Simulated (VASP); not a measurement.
# PbSe in VASP: a series of runs

The runs below take PbSe through single point, with PBE, r2SCAN.

All numbers are computed with VASP 6.6.1; they aren't measurements. Logs are shortened: lines on timing, memory, paths and dates and some standing lists are left out, and cuts for length are marked.

### 1 The cell of the first run

The structure is hexagonal, space group P6_3mc (No. 186). Conventional cell: a = 4.334 Å, b = 4.334 Å, c = 8.452 Å, α = 90.00°, β = 90.00°, γ = 120.00°. Within 3.9 Å of Pb (site symmetry 3m) lie 6 Se at 2.94 to 3.67 Å. Within 3.9 Å of Se (site symmetry 3m) lie 6 Pb at 2.94 to 3.67 Å.

### 2 Single point, PBE (34.38 Å³/atom)

Contents of INCAR:

```
  PREC = Accurate
  ENCUT = 520
  EDIFF = 1E-6
  ISMEAR = 0
  SIGMA = 0.02
  LREAL = F
  LASPH = T
  NELM = 60
  ALGO = Normal
  ISIF = 2
  LWAVE = F
  LCHARG = F
  GGA = PE
  NBANDS = 28
```

Contents of KPOINTS:

```
regular mesh
0
Gamma
  6 6 4
```

Contents of POSCAR:

```
PbSe
1.0
    4.3344942221      0.0000000000      0.0000000000
   -2.1672471111      3.7537821089      0.0000000000
    0.0000000000      0.0000000000      8.4518593045
Pb Se
2 2
Direct
    0.6666666667      0.3333333333      0.2158075322
    0.3333333333      0.6666666667      0.7158075322
    0.0000000000      0.0000000000      0.5340414678
    0.0000000000      0.0000000000      0.0340414678
```

Potentials or basis: VASP PAW PBE potentials, release 64 (Pb_d, Se).

On the command line:

```sh
> cat potpaw_PBE.64/Pb_d/POTCAR potpaw_PBE.64/Se/POTCAR > POTCAR
> mpirun -np 1 vasp_std > vasp.out
```

OUTCAR:

```text
PREC = Accurate
   ENCUT = 520
   EDIFF = 1E-6
   ISMEAR = 0
   LREAL = F
   LASPH = T
   NELM = 60
   ISIF = 2
   GGA = PE

 ion  position               nearest neighbor table
   1  0.667  0.333  0.216-   4 2.94   4 2.94   4 2.94
   2  0.333  0.667  0.716-   3 2.94   3 2.94   3 2.94
   3  0.000  0.000  0.534-   2 2.94   2 2.94   2 2.94
   4  0.000  0.000  0.034-   1 2.94   1 2.94   1 2.94

  LATTYP: Found a hexagonal cell.
 ALAT       =     4.3344942221
 C/A-ratio  =     1.9499066953

  Lattice vectors:

 A1 = (   4.3344942221,   0.0000000000,   0.0000000000)
 A2 = (  -2.1672471111,   3.7537821089,   0.0000000000)
 A3 = (   0.0000000000,   0.0000000000,   8.4518593045)

Analysis of symmetry for initial positions (statically):
=====================================================================
 Subroutine PRICEL returns:
 Original cell was already a primitive cell.

 Routine SETGRP: Setting up the symmetry group for a
 hexagonal supercell.

 Subroutine GETGRP returns: Found 12 space group operations
 (whereof  6 operations were pure point group operations)
 out of a pool of 24 trial point group operations.

The static configuration has the point symmetry C_3v.
 The point group associated with its full space group is C_6v.

Analysis of symmetry for dynamics (positions and initial velocities):
=====================================================================
 Subroutine PRICEL returns:
 Original cell was already a primitive cell.

 Routine SETGRP: Setting up the symmetry group for a
 hexagonal supercell.

 Subroutine GETGRP returns: Found 12 space group operations
 (whereof  6 operations were pure point group operations)
 out of a pool of 24 trial point group operations.

The dynamic configuration has the point symmetry C_3v.
 The point group associated with its full space group is C_6v.

 Subroutine INISYM returns: Found 12 space group operations
 (whereof  6 operations are pure point group operations),
 and found     1 'primitive' translations

----------------------------------------------------------------------------------------

                                     Primitive cell

  volume of cell :     137.5181

  direct lattice vectors                    reciprocal lattice vectors
     4.334494222  0.000000000  0.000000000     0.230707425  0.133198994  0.000000000
    -2.167247111  3.753782109  0.000000000     0.000000000  0.266397988  0.000000000
     0.000000000  0.000000000  8.451859304     0.000000000  0.000000000  0.118317161

  length of vectors
     4.334494222  4.334494222  8.451859304     0.266397988  0.266397988  0.118317161

  position of ions in fractional coordinates (direct lattice)
     0.666666667  0.333333333  0.215807532
     0.333333333  0.666666667  0.715807532
     0.000000000  0.000000000  0.534041468
     0.000000000  0.000000000  0.034041468

  ion indices of the primitive-cell ions
   primitive index   ion index
                 1           1
                 2           2
                 3           3
                 4           4

----------------------------------------------------------------------------------------

 KPOINTS: regular mesh

Automatic generation of k-mesh.
 Grid dimensions read from file:
 generate k-points for:    6    6    4

 Generating k-lattice:

  Cartesian coordinates                     Fractional coordinates (reciprocal lattice)
     0.038451237  0.022199832  0.000000000     0.166666667  0.000000000  0.000000000
     0.000000000  0.044399665  0.000000000     0.000000000  0.166666667  0.000000000
     0.000000000  0.000000000  0.029579290     0.000000000  0.000000000  0.250000000

  Length of vectors
     0.044399665  0.044399665  0.029579290

  Shift w.r.t. Gamma in fractional coordinates (k-lattice)
     0.000000000  0.000000000  0.000000000

 Subroutine IBZKPT returns following result:
 ===========================================

 Found     21 irreducible k-points:

 Following reciprocal coordinates:
            Coordinates               Weight
  0.000000  0.000000  0.000000      1.000000
  0.166667  0.000000  0.000000      6.000000
  0.333333  0.000000  0.000000      6.000000
  0.500000  0.000000  0.000000      3.000000
  0.166667  0.166667  0.000000      6.000000
  0.333333  0.166667  0.000000     12.000000
[... 13 lines left out ...]
  0.333333  0.166667  0.500000     12.000000
  0.333333  0.333333  0.500000      2.000000
   k-points           NKPTS =     21   k-points in BZ     NKDIM =     21   number of bands    NBANDS=     28
   number of dos      NEDOS =    301   number of ions     NIONS =      4
   total plane-waves  NPLWV =  65536
   dimension x,y,z NGX =    32 NGY =   32 NGZ =   64
   dimension x,y,z NGXF=    64 NGYF=   64 NGZF=  128
   ions per type =               2   2
   NGX,Y,Z   is equivalent  to a cutoff of  12.27, 12.27, 12.59 a.u.
   NGXF,Y,Z  is equivalent  to a cutoff of  24.55, 24.55, 25.18 a.u.
 SYSTEM =  unknown system
   PREC   = accura    normal or accurate (medium, high low for compatibility)
   ISTART =      0    job   : 0-new  1-cont  2-samecut
   ICHARG =      2    charge: 1-file 2-atom 10-const
   ISPIN  =      1    spin polarized calculation?
   LNONCOLLINEAR =      F non collinear calculations
   LSORBIT =      F    spin-orbit coupling
   LASPH  =      T    aspherical Exc in radial PAW
   ENCUT  =  520.0 eV  38.22 Ry    6.18 a.u.   8.06  8.06 15.71*2*pi/ulx,y,z
   NELM   =     60;   NELMIN=  2; NELMDL= -5     # of ELM steps
   EDIFF  = 0.1E-05   stopping-criterion for ELM
   LREAL  =      F    real-space projection
   EDIFFG = 0.1E-04   stopping-criterion for IOM
   NSW    =      0    number of steps for IOM
   IBRION =     -1    ionic relax: 0-MD 1-quasi-New 2-CG
   NFREE  =      0    steps in history (QN), initial steepest desc. (CG)
   ISIF   =      2    stress and relaxation
   ISYM   =      2    0-nonsym 1-usesym 2-fastsym
   POTIM  = 0.5000    time-step for ionic-motion
   TEBEG  =    0.0;   TEEND  =   0.0 temperature during run
   PSTRESS=    0.0 pullay stress
   NELECT =      40.0000    total number of electrons
   NUPDOWN=      -1.0000    fix difference up-down
   EMIN   =  10.00;   EMAX   =-10.00  energy-range for DOS
   EFERMI =   0.00;   METHOD = LEGACY
   ISMEAR =     0;   SIGMA  =   0.02  broadening in eV -4-tet -1-fermi 0-gaus
   EFERMI_NEDOS =   21; number of points for ismear=-14 and -15
   IALGO  =     38    algorithm
   IMIX   =      4    mixing-type and parameters
     AMIX     =   0.40;   BMIX     =  1.00
     AMIX_MAG =   1.60;   BMIX_MAG =  1.00
  volume/ion in A,a.u.               =      34.38       232.00
  Fermi-wavevector in a.u.,A,eV,Ry     =   1.084697  2.049779 16.008160  1.176567
  Thomas-Fermi vector in A             =   2.220793
   LORBIT       =      0    0 simple, 1 ext, 2 COOP (PROOUT), +10 PAW based schemes
   GGA     = PE    functional components
   LHFCALC =     F    Hartree Fock is set to
   AEXX    =    0.0000 exact exchange contribution
   IVDW    =     0    specifies the selected vdW correction
   LEPSILON=     F    determine dielectric tensor
   LRPA    =     F    only Hartree local field effects (RPA)
 non-spin polarized calculation
 Gauss-broadening in eV      SIGMA  =   0.02
  energy-cutoff  :      520.00
  volume of cell :      137.52
 maximum number of plane-waves:      3750
   NGX = 17   NGY = 17   NGZ = 31

 number of electron      40.0000004 magnetization

 Free energy of the ion-electron system (eV)
  ---------------------------------------------------
  ext. energy  EPLUGINS =         0.00000000
  ---------------------------------------------------
  free energy    TOTEN  =       -16.01921415 eV

  energy without entropy =      -16.01921415  energy(sigma->0) =      -16.01921415

 E-fermi :   3.0017     XC(G=0):  -8.6265

 val. band max:        2.9129711886   @ k =   0.1667   0.0000   0.2500
 cond. band min:       3.9872747866   @ k =   0.5000   0.0000   0.0000
 fundamental gap:      1.0743035980
 Fermi energy:         3.0016837827

 k-point     1 :       0.0000    0.0000    0.0000
  band No.  band energies     occupation
      1     -13.4323      2.00000
      2     -13.4323      2.00000
      3     -13.4305      2.00000
      4     -13.4305      2.00000
      5     -13.4079      2.00000
      6     -13.4046      2.00000
[... 20 lines left out ...]
     27       9.8999      0.00000
     28      10.3111      0.00000

 k-point     2 :       0.1667    0.0000    0.0000
  band No.  band energies     occupation
      1     -13.4425      2.00000
      2     -13.4411      2.00000
      3     -13.4245      2.00000
      4     -13.4230      2.00000
      5     -13.4022      2.00000
      6     -13.4001      2.00000
[... 20 lines left out ...]
     27       9.6172      0.00000
     28      10.3221      0.00000

 k-point     3 :       0.3333    0.0000    0.0000
  band No.  band energies     occupation
      1     -13.4662      2.00000
      2     -13.4625      2.00000
      3     -13.4140      2.00000
      4     -13.4096      2.00000
      5     -13.4092      2.00000
      6     -13.4038      2.00000
[... 20 lines left out ...]
     27       9.5985      0.00000
     28      10.2145      0.00000

 k-point     4 :       0.5000    0.0000    0.0000
  band No.  band energies     occupation
      1     -13.4791      2.00000
      2     -13.4730      2.00000
      3     -13.4133      2.00000
      4     -13.4122      2.00000
      5     -13.4070      2.00000
      6     -13.4051      2.00000
[... 20 lines left out ...]
     27       9.6034      0.00000
     28       9.8008      0.00000

 k-point     5 :       0.1667    0.1667    0.0000
  band No.  band energies     occupation
      1     -13.4570      2.00000
      2     -13.4543      2.00000
      3     -13.4178      2.00000
      4     -13.4171      2.00000
      5     -13.4030      2.00000
      6     -13.4005      2.00000
[... 20 lines left out ...]
     27       9.5446      0.00000
     28      10.6068      0.00000

 k-point     6 :       0.3333    0.1667    0.0000
  band No.  band energies     occupation
      1     -13.4741      2.00000
      2     -13.4659      2.00000
      3     -13.4152      2.00000
      4     -13.4113      2.00000
      5     -13.4069      2.00000
      6     -13.4026      2.00000
[... 370 lines left out ...]
      5     -13.4084      2.00000
      6     -13.4084      2.00000
[... 20 lines left out ...]
     27      10.1627      0.00000
     28      10.1627      0.00000

 k-point    19 :       0.1667    0.1667    0.5000
  band No.  band energies     occupation
      1     -13.4557      2.00000
      2     -13.4557      2.00000
      3     -13.4174      2.00000
      4     -13.4174      2.00000
      5     -13.4026      2.00000
      6     -13.4026      2.00000
[... 20 lines left out ...]
     27       9.9964      0.00000
     28       9.9964      0.00000

 k-point    20 :       0.3333    0.1667    0.5000
  band No.  band energies     occupation
      1     -13.4697      2.00000
      2     -13.4697      2.00000
      3     -13.4133      2.00000
      4     -13.4133      2.00000
      5     -13.4056      2.00000
      6     -13.4056      2.00000
[... 20 lines left out ...]
     27      10.2833      0.00000
     28      10.2833      0.00000

 k-point    21 :       0.3333    0.3333    0.5000
  band No.  band energies     occupation
      1     -13.4691      2.00000
      2     -13.4691      2.00000
      3     -13.4166      2.00000
      4     -13.4166      2.00000
      5     -13.3964      2.00000
      6     -13.3964      2.00000
[... 20 lines left out ...]
     27      10.4434      0.00000
     28      10.4434      0.00000

------------------------ aborting loop because EDIFF is reached ----------------------------------------

  FORCE on cell =-STRESS in cart. coord.  units (eV):
  Direction    XX          YY          ZZ          XY          YZ          ZX
  --------------------------------------------------------------------------------------
  -------------------------------------------------------------------------------------
  Total       -1.2457874     -1.2457874     -1.2327751      0.0000000      0.0000000      0.0000000
  in kB      -14.5142559    -14.5142559    -14.3626540      0.0000000      0.0000000      0.0000000
  external PRESSURE =     -14.4637220 kB  Pullay stress =       0.0000000 kB

 VOLUME and BASIS-vectors are now :
 -----------------------------------------------------------------------------
  energy-cutoff  :      520.00
  volume of cell :      137.52
      direct lattice vectors                 reciprocal lattice vectors
     4.334494222  0.000000000  0.000000000     0.230707425  0.133198994  0.000000000
    -2.167247111  3.753782109  0.000000000     0.000000000  0.266397988  0.000000000
     0.000000000  0.000000000  8.451859304     0.000000000  0.000000000  0.118317161

 POSITION                                       TOTAL-FORCE (eV/Angst)
 -----------------------------------------------------------------------------------
      2.16725      1.25126      1.82397        -0.000000      0.000000      0.008845
     -0.00000      2.50252      6.04990         0.000000     -0.000000      0.008845
      0.00000      0.00000      4.51364         0.000000      0.000000     -0.008845
      0.00000      0.00000      0.28771        -0.000000      0.000000     -0.008845
 -----------------------------------------------------------------------------------
    total drift:                               -0.000000     -0.000000      0.000446

  FREE ENERGIE OF THE ION-ELECTRON SYSTEM (eV)
  ---------------------------------------------------
  free  energy   TOTEN  =       -16.0192141490 eV

  energy  without entropy=      -16.0192141490  energy(sigma->0) =      -16.01921415
```

It took 55 s on 1 thread of Intel Xeon 8259CL, shared host; peak memory 0.28 GiB.

Results:

```
Free energy            : -16.0192 eV
Pressure               : -1.4 GPa
Largest force          : 0.009 eV/Å
Band gap on the k mesh : 1.07 eV (least direct gap 1.28 eV)
```

Forces in eV/Å, atoms in the order of the input:
```
Pb   0.000  0.000  0.009
Pb   0.000  0.000  0.009
Se   0.000  0.000 -0.009
Se   0.000  0.000 -0.009
```

Caveat: spin-orbit coupling is left out, which moves the levels of the heavy elements. A k mesh can miss the band edges.

### 3 Single point, r2SCAN

This run uses another cell than the first one, of 31.25 Å³/atom.

Contents of POSCAR:

```
PbSe
1.0
    4.2672173585      0.0000000000      0.0000000000
   -2.1336086793      3.6955186359      0.0000000000
    0.0000000000      0.0000000000      7.9276944000
Pb Se
2 2
Direct
    0.6666666667      0.3333333333      0.2278590000
    0.3333333333      0.6666666667      0.7278590000
    0.0000000000      0.0000000000      0.5219900000
    0.0000000000      0.0000000000      0.0219900000
```

Contents of INCAR.step1:

```
  ALGO = Normal
  EDIFF = 1E-4
  ENCUT = 520
  GGA = PE
  ISMEAR = 0
  LASPH = True
  LCHARG = False
  LREAL = False
  LWAVE = True
  NBANDS = 28
  NELM = 60
  PREC = Accurate
  SIGMA = 0.02
```

Contents of INCAR.step2:

```
  ALGO = Normal
  EDIFF = 1E-6
  ENCUT = 520
  ISIF = 2
  ISMEAR = 0
  ISTART = 1
  LASPH = True
  LCHARG = True
  LELF = True
  LMIXTAU = True
  LREAL = False
  LVHAR = True
  LWAVE = False
  METAGGA = R2SCAN
  NBANDS = 28
  NELM = 60
  PREC = Accurate
  SIGMA = 0.02
```

Contents of KPOINTS:

```
k-points
0
Gamma
  6 6 4
```

Potentials or basis: VASP PAW PBE potentials, release 64 (Pb_d, Se).

On the command line:

```sh
> cat potpaw_PBE.64/Pb_d/POTCAR potpaw_PBE.64/Se/POTCAR > POTCAR
> cp INCAR.step1 INCAR
> mpirun -np 1 vasp_std > vasp.out
> cp INCAR.step2 INCAR
> mpirun -np 1 vasp_std > vasp.out
```

Wall time 3.8 min (1 thread of Intel Xeon 8259CL, shared host); peak memory 0.28 GiB.

The run converged. Its results:

```yaml
Free_energy: -143.5356 eV
Pressure: -1.0 GPa
Largest_force: 0.096 eV/Å
Band_gap_on_the_k_mesh: 0.87 eV (least direct gap 0.96 eV)
```

Forces in eV/Å, atoms in the order of the input:
```
Pb   0.000  0.000 -0.096
Pb   0.000  0.000 -0.096
Se   0.000  0.000  0.096
Se   0.000  0.000  0.096
```

Stress tensor (GPa, compression positive):
```
-1.06  0.00  0.00
 0.00 -1.06  0.00
 0.00  0.00 -0.75
```

Levels at points of the mesh, in eV from the valence-band top:
```csv
k point,band 18,band 19,band 20,band 21,band 22,band 23
"(0.00, 0.00, 0.00)",-0.74,-0.74,0.00,1.91,3.07,3.07
"(0.50, 0.00, 0.00)",-1.26,-0.81,-0.09,0.87,2.16,2.80
"(0.00, 0.00, 0.50)",-1.03,-0.91,-0.91,3.38,3.38,3.85
"(0.50, 0.00, 0.50)",-1.89,-1.69,-1.69,2.50,2.50,4.21
```

Caveat: the PAW data sets were made with another functional, which shifts forces and pressure a little; spin-orbit coupling is left out, which moves the levels of the heavy elements.

### 4 Single point, PBE

This run uses another cell than the first one, of 31.25 Å³/atom.

Contents of INCAR:

```
PREC     = Accurate       # precision mode
ENCUT    = 520            # plane-wave cutoff, eV
EDIFF    = 1E-6           # SCF threshold, eV
ISMEAR   = 0              # smearing method
SIGMA    = 0.02           # smearing width, eV
LREAL    = F              # projectors in reciprocal space
LASPH    = T              # aspherical terms in the spheres
NELM     = 60             # most SCF steps
ALGO     = Normal         # electronic algorithm
ISIF     = 2              # what is computed and relaxed
LWAVE    = F              # write WAVECAR
LCHARG   = F              # write CHGCAR
GGA      = PE             # functional
NBANDS   = 28             # bands
```

Contents of KPOINTS:

```
Automatic mesh
0
Gamma
  8 8 4
```

Contents of POSCAR:

```
PbSe
1.0
    3.6967358371     -2.1335690360      0.0164849150
    3.6967358371      2.1335690360      0.0164849150
   -0.0368429937      0.0000000000      7.9246273946
Pb Se
2 2
Direct
    0.6666786698      0.6666786698      0.2279174792
    0.3333147113      0.3333147113      0.7279178639
   -0.0000309894     -0.0000309894      0.5219323753
    0.9999387539      0.9999387539      0.0219302815
```

On the command line:

```sh
> cat potpaw_PBE.64/Pb_d/POTCAR potpaw_PBE.64/Se/POTCAR > POTCAR
> mpirun -np 1 vasp_std > vasp.out
```

Wall time 3.7 min (1 thread of Oxide Virtual Turin-like, shared host); peak memory 0.36 GiB.

Results (log left out):

```
Free energy            : -16.0849 eV
Pressure               : 0.0 GPa
Largest force          : 0.007 eV/Å
Band gap on the k mesh : 0.72 eV
```

Forces on the atoms (eV/Å):
```
Pb   0.000  0.000  0.006
Pb   0.000  0.000  0.006
Se   0.000  0.000 -0.007
Se   0.000  0.000 -0.006
```

Levels at points of the mesh, in eV from the valence-band top:
| k point | band 16 | band 17 | band 18 | band 19 | band 20 | band 21 | band 22 | band 23 | band 24 | band 25 |
| --- | --- | --- | --- | --- | --- | --- | --- | --- | --- | --- |
| (0.00, 0.00, 0.00) | -1.10 | -1.09 | -0.57 | -0.56 | 0.00 | 1.68 | 2.88 | 2.89 | 4.07 | 4.62 |
| (0.50, 0.00, 0.00) | -3.10 | -2.15 | -1.08 | -0.67 | 0.00 | 0.72 | 1.95 | 2.62 | 4.37 | 5.03 |
| (0.50, 0.50, 0.00) | -3.10 | -2.15 | -1.08 | -0.67 | 0.00 | 0.73 | 1.96 | 2.63 | 4.37 | 5.03 |
| (0.00, 0.00, 0.50) | -0.86 | -0.86 | -0.86 | -0.86 | -0.86 | 3.14 | 3.14 | 3.65 | 3.65 | 3.66 |
| (0.50, 0.00, 0.50) | -2.83 | -1.71 | -1.71 | -1.58 | -1.58 | 2.35 | 2.35 | 4.00 | 4.00 | 4.33 |
| (0.50, 0.50, 0.50) | -2.83 | -1.70 | -1.70 | -1.58 | -1.58 | 2.35 | 2.35 | 4.01 | 4.01 | 4.33 |

Caveat: spin-orbit coupling is left out, which moves the levels of the heavy elements. A k mesh can miss the band edges.

### 5 Overview

| level | cell | k mesh | gap on the mesh (eV) | pressure (GPa) | largest force (eV/Å) |
| --- | --- | --- | --- | --- | --- |
| PBE | a = 4.334, b = 4.334, c = 8.452 Å, angles 90.0, 90.0, 120.0°, 4 atoms, atomic positions A | 6 × 6 × 4 | 1.07 | -1.4 | 0.01 |
| r2SCAN | a = 4.267, b = 4.267, c = 7.928 Å, angles 90.0, 90.0, 120.0°, 4 atoms, atomic positions B | 6 × 6 × 4 | 0.87 | -1.0 | 0.10 |
| PBE | a = 4.268, b = 4.268, c = 7.925 Å, angles 90.0, 90.0, 60.0°, 4 atoms, atomic positions C | 8 × 8 × 4 | 0.72 | 0.0 | 0.01 |

Alike in all rows: task single point; potentials or basis VASP PAW PBE potentials, release 64 (Pb_d, Se); no spin polarisation; cutoff (eV) 520; smearing gaussian 0.02 eV.

Caveats: spin-orbit coupling is left out, which moves the levels of the heavy elements; the PAW data sets were made with another functional, which shifts forces and pressure a little (at least some runs).

Total energies depend on the potentials used, so only differences within one code and one set of settings carry meaning.
